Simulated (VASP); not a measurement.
# GaP in VASP: single point with PBE+D3(BJ)

Aim: the single point of GaP with PBE+D3(BJ).

Program: VASP 6.6.1. These are calculated values, not measurements. Logs are shortened: lines on timing, memory, paths and dates and some standing lists are left out, and cuts for length are marked.

### 1 The cell of the first run

The cell holds a slab with vacuum, 4 atoms: a = 3.851 Å, b = 3.851 Å, c = 17.930 Å, α = 90.00°, β = 90.00°, γ = 120.00°.

### 2 Single point, PBE+D3(BJ)

File INCAR:

```
ALGO     = Normal         # electronic algorithm
DIPOL    = 0.5 0.5 0.503
EDIFF    = 1E-7           # SCF threshold, eV
ENCUT    = 520            # plane-wave cutoff, eV
GGA      = PE             # functional
IDIPOL   = 3            
ISIF     = 2              # what is computed and relaxed
ISMEAR   = 0              # smearing method
IVDW     = 12             # dispersion correction
LASPH    = True           # aspherical terms in the spheres
LCHARG   = False          # write CHGCAR
LDIPOL   = True         
LREAL    = False          # projectors in reciprocal space
LWAVE    = False          # write WAVECAR
NBANDS   = 26             # bands
NELM     = 80             # most SCF steps
PREC     = Accurate       # precision mode
SIGMA    = 0.05           # smearing width, eV
```

File KPOINTS:

```
k-points
0
Gamma
  9 9 1
```

File POSCAR:

```
GaP
1.0
    3.8507867071      0.0000000000      0.0000000000
   -1.9253933535      3.3348791129      0.0000000000
    0.0000000000      0.0000000000     17.9301927252
P Ga
2 2
Direct
    0.0000000000      0.0000000000      0.3904029425
    0.3333333333      0.6666666667      0.5773484493
    0.3333333333      0.6666666667      0.4342417655
    0.6666666667      0.3333333333      0.6095001832
```

Potentials or basis: VASP PAW PBE potentials, release 64 (P, Ga_d).

On the command line:

```console
$ cat potpaw_PBE.64/P/POTCAR potpaw_PBE.64/Ga_d/POTCAR > POTCAR
$ mpirun -np 1 vasp_std > vasp.out
```

OUTCAR:

```text
EDIFF = 1E-7
   ENCUT = 520
   GGA = PE
   ISIF = 2
   ISMEAR = 0
   IVDW = 12
   LASPH = True
   LREAL = False
   NELM = 80
   PREC = Accurate
 IVDW          = 12

 ion  position               nearest neighbor table
   1  0.000  0.000  0.390-   3 2.36   3 2.36   3 2.36
   2  0.333  0.667  0.577-   4 2.30   4 2.30   4 2.30   3 2.57
   3  0.333  0.667  0.434-   1 2.36   1 2.36   1 2.36   2 2.57
   4  0.667  0.333  0.610-   2 2.30   2 2.30   2 2.30

  LATTYP: Found a hexagonal cell.
 ALAT       =     3.8507867071
 C/A-ratio  =     4.6562414616

  Lattice vectors:

 A1 = (   3.8507867071,   0.0000000000,   0.0000000000)
 A2 = (  -1.9253933535,   3.3348791129,   0.0000000000)
 A3 = (   0.0000000000,   0.0000000000,  17.9301927252)

Analysis of symmetry for initial positions (statically):
=====================================================================
 Subroutine PRICEL returns:
 Original cell was already a primitive cell.

 Routine SETGRP: Setting up the symmetry group for a
 hexagonal supercell.

 Subroutine GETGRP returns: Found  6 space group operations
 (whereof  6 operations were pure point group operations)
 out of a pool of 24 trial point group operations.

The static configuration has the point symmetry C_3v.

Analysis of symmetry for dynamics (positions and initial velocities):
=====================================================================
 Subroutine PRICEL returns:
 Original cell was already a primitive cell.

 Routine SETGRP: Setting up the symmetry group for a
 hexagonal supercell.

 Subroutine GETGRP returns: Found  6 space group operations
 (whereof  6 operations were pure point group operations)
 out of a pool of 24 trial point group operations.

The dynamic configuration has the point symmetry C_3v.

 Subroutine INISYM returns: Found  6 space group operations
 (whereof  6 operations are pure point group operations),
 and found     1 'primitive' translations

----------------------------------------------------------------------------------------

                                     Primitive cell

  volume of cell :     230.2579

  direct lattice vectors                    reciprocal lattice vectors
     3.850786707  0.000000000  0.000000000     0.259687195  0.149930472  0.000000000
    -1.925393354  3.334879113  0.000000000     0.000000000  0.299860944  0.000000000
     0.000000000  0.000000000 17.930192725     0.000000000  0.000000000  0.055771849

  length of vectors
     3.850786707  3.850786707 17.930192725     0.299860944  0.299860944  0.055771849

  position of ions in fractional coordinates (direct lattice)
     0.000000000  0.000000000  0.390402943
     0.333333333  0.666666667  0.577348449
     0.333333333  0.666666667  0.434241765
     0.666666667  0.333333333  0.609500183

  ion indices of the primitive-cell ions
   primitive index   ion index
                 1           1
                 2           2
                 3           3
                 4           4

----------------------------------------------------------------------------------------

 KPOINTS: k-points

Automatic generation of k-mesh.
 Grid dimensions read from file:
 generate k-points for:    9    9    1

 Generating k-lattice:

  Cartesian coordinates                     Fractional coordinates (reciprocal lattice)
     0.028854133  0.016658941  0.000000000     0.111111111  0.000000000  0.000000000
     0.000000000  0.033317883  0.000000000     0.000000000  0.111111111  0.000000000
     0.000000000  0.000000000  0.055771849     0.000000000  0.000000000  1.000000000

  Length of vectors
     0.033317883  0.033317883  0.055771849

  Shift w.r.t. Gamma in fractional coordinates (k-lattice)
     0.000000000  0.000000000  0.000000000

 Subroutine IBZKPT returns following result:
 ===========================================

 Found     12 irreducible k-points:

 Following reciprocal coordinates:
            Coordinates               Weight
  0.000000  0.000000  0.000000      1.000000
  0.111111  0.000000  0.000000      6.000000
  0.222222  0.000000  0.000000      6.000000
  0.333333  0.000000  0.000000      6.000000
  0.444444  0.000000  0.000000      6.000000
  0.111111  0.111111  0.000000      6.000000
  0.222222  0.111111  0.000000     12.000000
  0.333333  0.111111  0.000000     12.000000
  0.444444  0.111111  0.000000      6.000000
  0.222222  0.222222  0.000000      6.000000
  0.333333  0.222222  0.000000     12.000000
  0.333333  0.333333  0.000000      2.000000
   k-points           NKPTS =     12   k-points in BZ     NKDIM =     12   number of bands    NBANDS=     26
   number of dos      NEDOS =    301   number of ions     NIONS =      4
   total plane-waves  NPLWV = 126000
   dimension x,y,z NGX =    30 NGY =   30 NGZ =  140
   dimension x,y,z NGXF=    60 NGYF=   60 NGZF=  280
   ions per type =               2   2
   NGX,Y,Z   is equivalent  to a cutoff of  12.95, 12.95, 12.98 a.u.
   NGXF,Y,Z  is equivalent  to a cutoff of  25.90, 25.90, 25.96 a.u.
 SYSTEM =  unknown system
   PREC   = accura    normal or accurate (medium, high low for compatibility)
   ISTART =      0    job   : 0-new  1-cont  2-samecut
   ICHARG =      2    charge: 1-file 2-atom 10-const
   ISPIN  =      1    spin polarized calculation?
   LNONCOLLINEAR =      F non collinear calculations
   LSORBIT =      F    spin-orbit coupling
   LASPH  =      T    aspherical Exc in radial PAW
   ENCUT  =  520.0 eV  38.22 Ry    6.18 a.u.   7.16  7.16 33.34*2*pi/ulx,y,z
   NELM   =     80;   NELMIN=  2; NELMDL= -5     # of ELM steps
   EDIFF  = 0.1E-06   stopping-criterion for ELM
   LREAL  =      F    real-space projection
   EDIFFG = 0.1E-05   stopping-criterion for IOM
   NSW    =      0    number of steps for IOM
   IBRION =     -1    ionic relax: 0-MD 1-quasi-New 2-CG
   NFREE  =      0    steps in history (QN), initial steepest desc. (CG)
   ISIF   =      2    stress and relaxation
   ISYM   =      2    0-nonsym 1-usesym 2-fastsym
   POTIM  = 0.5000    time-step for ionic-motion
   TEBEG  =    0.0;   TEEND  =   0.0 temperature during run
   PSTRESS=    0.0 pullay stress
   NELECT =      36.0000    total number of electrons
   NUPDOWN=      -1.0000    fix difference up-down
   EMIN   =  10.00;   EMAX   =-10.00  energy-range for DOS
   EFERMI =   0.00;   METHOD = LEGACY
   ISMEAR =     0;   SIGMA  =   0.05  broadening in eV -4-tet -1-fermi 0-gaus
   EFERMI_NEDOS =   21; number of points for ismear=-14 and -15
   IALGO  =     38    algorithm
   IMIX   =      4    mixing-type and parameters
     AMIX     =   0.40;   BMIX     =  1.00
     AMIX_MAG =   1.60;   BMIX_MAG =  1.00
  volume/ion in A,a.u.               =      57.56       388.46
  Fermi-wavevector in a.u.,A,eV,Ry     =   0.881937  1.666619 10.582783  0.777813
  Thomas-Fermi vector in A             =   2.002501
   LORBIT       =      0    0 simple, 1 ext, 2 COOP (PROOUT), +10 PAW based schemes
   GGA     = PE    functional components
   LHFCALC =     F    Hartree Fock is set to
   AEXX    =    0.0000 exact exchange contribution
   IVDW    =    12    specifies the selected vdW correction
   LEPSILON=     F    determine dielectric tensor
   LRPA    =     F    only Hartree local field effects (RPA)
 non-spin polarized calculation
 Gauss-broadening in eV      SIGMA  =   0.05
  energy-cutoff  :      520.00
  volume of cell :      230.26
 maximum number of plane-waves:      6243
 NGX is ok and might be reduce to    30
   NGX = 15   NGY = 15   NGZ = 67

 number of electron      35.9999992 magnetization

 dipolmoment           0.000000      0.000000     -0.184166 electrons x Angstroem

 Free energy of the ion-electron system (eV)
  ---------------------------------------------------
  ext. energy  EPLUGINS =         0.00000000
  ---------------------------------------------------
  free energy    TOTEN  =       -16.58700363 eV

  energy without entropy =      -16.58597169  energy(sigma->0) =      -16.58648766

 E-fermi :  -1.0116     XC(G=0):  -4.2628

 val. band max:       -1.0390368554   @ k =   0.0000   0.0000   0.0000
 cond. band min:      -0.9842584598   @ k =   0.3333   0.3333   0.0000
 fundamental gap:      0.0547783956
 Fermi energy:        -1.0116480762

 k-point     1 :       0.0000    0.0000    0.0000
  band No.  band energies     occupation
      1     -17.1508      2.00000
      2     -17.0447      2.00000
      3     -17.0447      2.00000
      4     -16.9709      2.00000
      5     -16.9709      2.00000
      6     -15.4838      2.00000
[... 18 lines left out ...]
     25       3.8216      0.00000
     26       3.8845      0.00000

 k-point     2 :       0.1111    0.0000    0.0000
  band No.  band energies     occupation
      1     -17.1467      2.00000
      2     -17.0485      2.00000
      3     -17.0420      2.00000
      4     -16.9727      2.00000
      5     -16.9677      2.00000
      6     -15.4788      2.00000
[... 18 lines left out ...]
     25       3.6168      0.00000
     26       4.0318      0.00000

 k-point     3 :       0.2222    0.0000    0.0000
  band No.  band energies     occupation
      1     -17.1403      2.00000
      2     -17.0546      2.00000
      3     -17.0364      2.00000
      4     -16.9771      2.00000
      5     -16.9580      2.00000
      6     -15.4679      2.00000
[... 224 lines left out ...]
 k-point    11 :       0.3333    0.2222    0.0000
  band No.  band energies     occupation
      1     -17.1348      2.00000
      2     -17.0532      2.00000
      3     -17.0344      2.00000
      4     -16.9797      2.00000
      5     -16.9426      2.00000
      6     -15.4482      2.00000
[... 18 lines left out ...]
     25       4.9086      0.00000
     26       5.1932      0.00000

 k-point    12 :       0.3333    0.3333    0.0000
  band No.  band energies     occupation
      1     -17.1317      2.00000
      2     -17.0526      2.00000
      3     -17.0358      2.00000
      4     -16.9776      2.00000
      5     -16.9456      2.00000
      6     -15.4439      2.00000
[... 18 lines left out ...]
     25       5.2568      0.00000
     26       5.8674      0.00000

------------------------ aborting loop because EDIFF is reached ----------------------------------------

 vacuum level on the upper side and lower side of the slab       (xc-potential included)        -1.273         1.249

 Edisp (eV)   -0.82937

 E8    (eV) :    -0.3678

  FORCE on cell =-STRESS in cart. coord.  units (eV):
  Direction    XX          YY          ZZ          XY          YZ          ZX
  --------------------------------------------------------------------------------------
  -------------------------------------------------------------------------------------
  Total      -0.14153    -0.14153    -0.55850    -0.00000     0.00000     0.00000
  in kB      -0.98479    -0.98479    -3.88612    -0.00000     0.00000     0.00000
  external pressure =       -1.95 kB  Pullay stress =        0.00 kB

 VOLUME and BASIS-vectors are now :
 -----------------------------------------------------------------------------
  energy-cutoff  :      520.00
  volume of cell :      230.26
      direct lattice vectors                 reciprocal lattice vectors
     3.850786707  0.000000000  0.000000000     0.259687195  0.149930472  0.000000000
    -1.925393354  3.334879113  0.000000000     0.000000000  0.299860944  0.000000000
     0.000000000  0.000000000 17.930192725     0.000000000  0.000000000  0.055771849

 POSITION                                       TOTAL-FORCE (eV/Angst)
 -----------------------------------------------------------------------------------
      0.00000      0.00000      7.00000         0.000000      0.000000      0.750446
     -0.00000      2.22325     10.35197         0.000000      0.000000      0.014913
     -0.00000      2.22325      7.78604         0.000000     -0.000000     -0.765049
      1.92539      1.11163     10.92846        -0.000000      0.000000     -0.000310
 -----------------------------------------------------------------------------------
    total drift:                               -0.000003      0.000001     -0.000984

  FREE ENERGIE OF THE ION-ELECTRON SYSTEM (eV)
  ---------------------------------------------------
  free  energy   TOTEN  =       -17.4163728940 eV

  energy  without entropy=      -17.4153409583  energy(sigma->0) =      -17.41585693

 vacuum level on the upper side and lower side of the slab         1.994         4.642
```

It took 2.9 min on 1 thread of Intel Xeon Platinum 8559C (Emerald Rapids), shared host; peak memory 0.36 GiB.

What came out:

```yaml
Free_energy: -17.4164 eV
Largest_force: 0.765 eV/Å
Band_gap_on_the_k_mesh: 0.05 eV (least direct gap 0.43 eV)
Dispersion_energy_per_atom: -0.207 eV
```

Forces on the atoms (eV/Å):
```
P    0.000  0.000  0.750
P    0.000  0.000  0.015
Ga   0.000  0.000 -0.765
Ga   0.000  0.000  0.000
```
